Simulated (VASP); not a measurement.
# Bi in VASP: a series of runs, part 2 of 2

VASP 6.6.1. The steps go on from the part before.

## 3. Single point, PBEsol+D3(BJ)

Input file INCAR:

```
SYSTEM = Bi
ALGO = Normal
EDIFF = 1E-7
ENCUT = 520
GGA = PS
ISIF = 2
ISMEAR = 0
IVDW = 12
LASPH = .TRUE.
LCHARG = .TRUE.
LELF = .TRUE.
LREAL = .FALSE.
LVHAR = .TRUE.
LWAVE = .FALSE.
NBANDS = 14
NELM = 80
PREC = Accurate
SIGMA = 0.15
```

Input file KPOINTS:

```
k-points
0
G
  16 16 16
  0 0 0
```

Input file POSCAR:

```
Bi
1.0
   -1.9912038573      1.9912038573      1.7891976689
    1.9912038573     -1.9912038573      1.7891976689
    1.9912038573      1.9912038573     -1.7891976689
Bi
1
Direct
    0.0000000000      0.0000000000      0.0000000000
```

Potentials or basis: VASP PAW PBE potentials, release 64 (Bi_d).

The run is started by

```sh
$ cat potpaw_PBE.64/Bi_d/POTCAR > POTCAR
$ mpirun -np 1 vasp_std > vasp.out
```

It took 2.5 min on 1 thread of Intel Xeon 8259CL, shared host; peak memory 0.27 GiB.

Results (log left out):

* Free energy: -4.7685 eV
* Pressure: 0.6 GPa
* Band gap on the k mesh: zero (an odd number of electrons rules out a gap without spin polarisation)
* Dispersion energy per atom: -0.577 eV

Stress tensor (GPa, compression positive):
```
0.35 0.00 0.00
0.00 0.35 0.00
0.00 0.00 1.10
```

Levels at points of the mesh, in eV from the Fermi level:
```csv
k point,band 5,band 6,band 7,band 8,band 9,band 10
"(0.00, 0.00, 0.00)",-22.86,-14.25,5.41,5.41,6.32,9.99
"(0.50, 0.00, 0.00)",-22.77,-10.43,-5.58,1.41,3.07,5.86
"(0.50, 0.50, 0.00)",-22.79,-10.99,-5.83,2.68,4.86,7.40
"(0.50, 0.50, 0.50)",-22.78,-8.26,-2.63,-2.63,-0.66,2.95
```

Caveat: the cell differs from its parent crystal (strain +e along x and -e along y +0.0000, strain +e along z and -e/2 along x and y -0.0700); the PAW data sets were made with another functional, which shifts forces and pressure a little; spin-orbit coupling is left out, which moves the levels of the heavy elements.

## 4. Single point, PBEsol+D3(BJ)

Input file INCAR:

```
SYSTEM = Bi
PREC = Accurate ; ENCUT = 520
EDIFF = 1E-6 ; ISMEAR = 0
SIGMA = 0.15 ; LREAL = .FALSE.
LASPH = .TRUE. ; NELM = 100
ALGO = Normal ; ISIF = 2
LWAVE = .FALSE. ; LCHARG = .FALSE.
GGA = PS ; IVDW = 12
NBANDS = 14
```

Input file KPOINTS:

```
Automatic mesh
0
G
  16 16 16
  0 0 0
```

Input file POSCAR:

```
Bi
1.0
   -1.9687907898      1.9687907898      1.8340238041
    1.9687907898     -1.9687907898      1.8340238041
    1.9687907898      1.9687907898     -1.8340238041
Bi
1
Direct
    0.0000000000      0.0000000000      0.0000000000
```

The run is started by

```sh
$ cat potpaw_PBE.64/Bi_d/POTCAR > POTCAR
$ mpirun -np 1 vasp_std > vasp.out
```

It took 2.1 min on 1 thread of Intel Xeon 8259CL, shared host; peak memory 0.26 GiB.

The run converged. Its results:

```yaml
Free_energy: -4.7737 eV
Pressure: 0.3 GPa
Band_gap_on_the_k_mesh: zero (an odd number of electrons rules out a gap without spin polarisation)
Dispersion_energy_per_atom: -0.575 eV
```

Stress tensor (GPa, compression positive):
```
-0.22  0.00  0.00
 0.00 -0.22  0.00
 0.00  0.00  1.27
```

Levels at points of the mesh, in eV from the Fermi level:
```tsv
k point	band 3	band 4	band 5	band 6	band 7	band 8	band 9	band 10	band 11	band 12
(0.00, 0.00, 0.00)	-23.01	-22.88	-22.83	-14.19	5.60	5.60	6.12	10.20	10.34	10.34
(0.50, 0.00, 0.00)	-22.86	-22.84	-22.74	-10.47	-5.57	1.53	3.30	6.01	7.47	12.76
(0.50, 0.50, 0.00)	-22.89	-22.86	-22.75	-10.83	-5.73	2.36	4.48	7.01	8.63	11.76
(0.50, 0.50, 0.50)	-22.77	-22.77	-22.75	-8.14	-2.41	-2.41	-1.12	3.13	3.89	15.72
```

Caveat: the cell differs from its parent crystal (strain +e along x and -e along y +0.0000, strain +e along z and -e/2 along x and y -0.0467); the PAW data sets were made with another functional, which shifts forces and pressure a little; spin-orbit coupling is left out, which moves the levels of the heavy elements.

## 5. Single point, PBEsol+D3(BJ)

Input file INCAR:

```
SYSTEM = Bi
PREC = Accurate
ENCUT = 520
EDIFF = 1E-6
ISMEAR = 0
SIGMA = 0.15
LREAL = .False.
LASPH = .True.
NELM = 100
ALGO = Normal
ISIF = 2
LWAVE = .False.
LCHARG = .False.
GGA = PS
IVDW = 12
NBANDS = 14
```

Input file KPOINTS:

```
Automatic mesh
0
Gamma
  16 16 16
  0 0 0
```

Input file POSCAR:

```
Bi
1.0
   -1.8789461326      1.8789461326      2.0137131183
    1.8789461326     -1.8789461326      2.0137131183
    1.8789461326      1.8789461326     -2.0137131183
Bi
1
Direct
    0.0000000000      0.0000000000      0.0000000000
```

The run is started by

```sh
$ cat potpaw_PBE.64/Bi_d/POTCAR > POTCAR
$ mpirun -np 1 vasp_std > vasp.out
```

Wall time 2 min (1 thread of Intel Xeon 8259CL, shared host); peak memory 0.26 GiB.

It converged, with:

```
Free energy                : -4.7750 eV
Pressure                   : 0.2 GPa
Band gap on the k mesh     : zero (an odd number of electrons rules out a gap without spin polarisation)
Dispersion energy per atom : -0.575 eV
```

Stress tensor (GPa, compression positive):
```
 0.76  0.00  0.00
 0.00  0.76  0.00
 0.00  0.00 -0.78
```

Levels at points of the mesh, in eV from the Fermi level:
```csv
k point,band 4,band 5,band 6,band 7,band 8,band 9,band 10,band 11
"(0.00, 0.00, 0.00)",-22.87,-22.84,-14.19,5.61,5.86,5.86,9.97,10.27
"(0.50, 0.00, 0.00)",-22.85,-22.75,-10.70,-5.68,2.05,4.05,6.64,8.21
"(0.50, 0.50, 0.00)",-22.84,-22.74,-10.39,-5.51,1.29,2.96,5.73,7.14
"(0.50, 0.50, 0.50)",-22.76,-22.76,-8.14,-2.77,-1.59,-1.59,3.23,3.77
```

Caveat: the cell differs from its parent crystal (strain +e along x and -e along y +0.0000, strain +e along z and -e/2 along x and y +0.0467); the PAW data sets were made with another functional, which shifts forces and pressure a little; spin-orbit coupling is left out, which moves the levels of the heavy elements.

## 6. Single point, PBEsol+D3(BJ)

Input file INCAR:

```
ALGO = Fast ; EDIFF = 1E-6
ENCUT = 520 ; GGA = PS
ISIF = 2 ; ISMEAR = 0
IVDW = 12 ; LASPH = T
LCHARG = F ; LREAL = F
LWAVE = F ; NBANDS = 14
NELM = 60 ; PREC = Accurate
SIGMA = 0.15
```

Input file KPOINTS:

```
k-points
0
Gamma
  16 16 16
```

Input file POSCAR:

```
Bi
1.0
   -1.5679527959      2.1451133342      2.0585392535
    1.5679527959     -2.1451133342      2.0585392535
    1.5679527959      2.1451133342     -2.0585392535
Bi
1
Direct
    0.0000000000      0.0000000000      0.0000000000
```

Potentials or basis: VASP PAW PBE potentials, release 64 (Bi_d).

The run is started by

```sh
$ cat potpaw_PBE.64/Bi_d/POTCAR > POTCAR
$ mpirun -np 1 vasp_std > vasp.out
```

It took 4.5 min on 1 thread of Intel Xeon 8259CL, shared host; peak memory 0.34 GiB.

Results (log left out):

- Free energy: -4.6877 eV
- Pressure: 5.0 GPa
- Band gap on the k mesh: zero (an odd number of electrons rules out a gap without spin polarisation)
- Dispersion energy per atom: -0.592 eV

Stress tensor (GPa, compression positive):
```
10.94  0.00  0.00
 0.00  2.11  0.00
 0.00  0.00  1.95
```

Levels at points of the mesh, in eV from the Fermi level:
| k point | band 3 | band 4 | band 5 | band 6 | band 7 | band 8 | band 9 | band 10 | band 11 | band 12 |
| --- | --- | --- | --- | --- | --- | --- | --- | --- | --- | --- |
| (0.00, 0.00, 0.00) | -23.04 | -23.02 | -22.91 | -14.60 | 3.96 | 4.10 | 8.24 | 8.33 | 8.91 | 11.21 |
| (0.50, 0.00, 0.00) | -23.04 | -22.98 | -22.86 | -11.86 | -6.26 | 5.22 | 6.04 | 9.58 | 10.27 | 11.04 |
| (0.00, 0.50, 0.00) | -22.96 | -22.86 | -22.82 | -9.82 | -5.62 | 1.01 | 1.85 | 5.24 | 6.44 | 12.02 |
| (0.50, 0.50, 0.00) | -22.98 | -22.87 | -22.82 | -9.93 | -5.73 | 1.37 | 2.33 | 5.69 | 6.94 | 10.75 |
| (0.50, 0.50, 0.50) | -22.87 | -22.87 | -22.83 | -9.28 | -3.94 | -3.37 | 2.21 | 2.42 | 6.91 | 17.09 |

Caveat: the cell differs from its parent crystal (strain +e along x and -e along y -0.1500, strain +e along z and -e/2 along x and y +0.0700); the stress differs along the axes, from 2 to 11 GPa; the PAW data sets were made with another functional, which shifts forces and pressure a little; spin-orbit coupling is left out, which moves the levels of the heavy elements.

## 7. Single point, PBEsol+D3(BJ)

Input file INCAR:

```
SYSTEM = Bi
ALGO = Fast
EDIFF = 1E-6
ENCUT = 520
GGA = PS
ISIF = 2
ISMEAR = 0
IVDW = 12
LASPH = .True.
LCHARG = .False.
LREAL = .False.
LWAVE = .False.
NBANDS = 14
NELM = 80
PREC = Accurate
SIGMA = 0.15
```

Input file KPOINTS:

```
k-points
0
Gamma
  16 16 16
  0 0 0
```

Input file POSCAR:

```
Bi
1.0
   -1.7026235882      2.2797841265      1.7891976689
    1.7026235882     -2.2797841265      1.7891976689
    1.7026235882      2.2797841265     -1.7891976689
Bi
1
Direct
    0.0000000000      0.0000000000      0.0000000000
```

The run is started by

```sh
$ cat potpaw_PBE.64/Bi_d/POTCAR > POTCAR
$ mpirun -np 1 vasp_std > vasp.out
```

It took 4.5 min on 1 thread of Intel Xeon 8259CL, shared host; peak memory 0.34 GiB.

The run converged. Its results:

| Property | Result |
| --- | --- |
| Free energy | -4.7253 eV |
| Pressure | 2.5 GPa |
| Band gap on the k mesh | zero (an odd number of electrons rules out a gap without spin polarisation) |
| Dispersion energy per atom | -0.590 eV |

Stress tensor (GPa, compression positive):
```
2.94 0.00 0.00
0.00 1.29 0.00
0.00 0.00 3.27
```

Levels at points of the mesh, in eV from the Fermi level:
| k point | band 5 | band 6 | band 7 | band 8 | band 9 | band 10 |
| --- | --- | --- | --- | --- | --- | --- |
| (0.00, 0.00, 0.00) | -22.95 | -14.47 | 5.34 | 5.57 | 6.29 | 9.16 |
| (0.50, 0.00, 0.00) | -22.87 | -11.14 | -6.05 | 3.64 | 4.68 | 8.31 |
| (0.00, 0.50, 0.00) | -22.84 | -9.85 | -5.30 | 0.47 | 1.02 | 4.50 |
| (0.50, 0.50, 0.00) | -22.87 | -10.76 | -5.96 | 2.90 | 4.03 | 7.46 |
| (0.50, 0.50, 0.50) | -22.84 | -9.06 | -4.61 | -0.84 | 0.28 | 3.48 |

Caveat: the cell differs from its parent crystal (strain +e along x and -e along y -0.1500, strain +e along z and -e/2 along x and y -0.0700); the PAW data sets were made with another functional, which shifts forces and pressure a little; spin-orbit coupling is left out, which moves the levels of the heavy elements.

## 8. Summary

```tsv
cell	gap on the mesh (eV)	pressure (GPa)
a = 3.336 Å, angles 112.4, 112.4, 103.8°, 1 atom	none	0.5
a = 3.336 Å, angles 106.7, 106.7, 115.1°, 1 atom	none	0.6
a = 3.334 Å, angles 107.6, 107.6, 113.3°, 1 atom	none	0.3
a = 3.334 Å, angles 111.4, 111.4, 105.7°, 1 atom	none	0.2
a = 3.361 Å, angles 124.4, 100.7, 104.5°, 1 atom	none	5.0
a = 3.361 Å, angles 119.1, 94.6, 115.7°, 1 atom	none	2.5
```

Alike in all rows: task single point; level PBEsol+D3(BJ); potentials or basis VASP PAW PBE potentials, release 64 (Bi_d); no spin polarisation; k mesh 16 × 16 × 16; cutoff (eV) 520; smearing gaussian 0.15 eV.

Caveats: the PAW data sets were made with another functional, which shifts forces and pressure a little; spin-orbit coupling is left out, which moves the levels of the heavy elements; the stress differs along the axes, from 2 to 11 GPa (at least some runs).

Total energies depend on the potentials used, so only differences within one code and one set of settings carry meaning.
